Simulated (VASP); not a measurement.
Crystal: TiAl3.

```
Ti Al
1.0
     2.85848    0.00000    0.00000
     0.00000    4.71227    0.00000
     0.00000    0.00000    4.93320
Ti Al
1 3
Direct
  0.00000 0.50000 0.16592
  0.00000 0.00000 0.83590
  0.50000 0.00000 0.33091
  0.50000 0.50000 0.66727
```

Base run:

```yaml
Program: VASP 6.6.1
Functional: PBE
Potentials_or_basis: VASP PAW PBE potentials, release 64 (Ti_sv, Al)
Cutoff: 520 eV
k_mesh: 9 × 6 × 6
Occupations: fermi-dirac, width 0.05 eV
Spin: no spin polarisation
```

Its results: band gap on the k mesh zero (an odd number of electrons rules out a gap without spin polarisation); pressure -1.9 GPa; largest force 0.047 eV/Å.

The run is repeated on the same cell with these changes: functional from PBE to LDA; potentials or basis from VASP PAW PBE potentials, release 64 (Ti_sv, Al) to VASP PAW LDA potentials, release 64 (Ti_sv, Al). What comes out?

Band gap on the k mesh zero (an odd number of electrons rules out a gap without spin polarisation); pressure -6.6 GPa; largest force 0.091 eV/Å.

Caveats: the cell stands under tension (at least some runs).
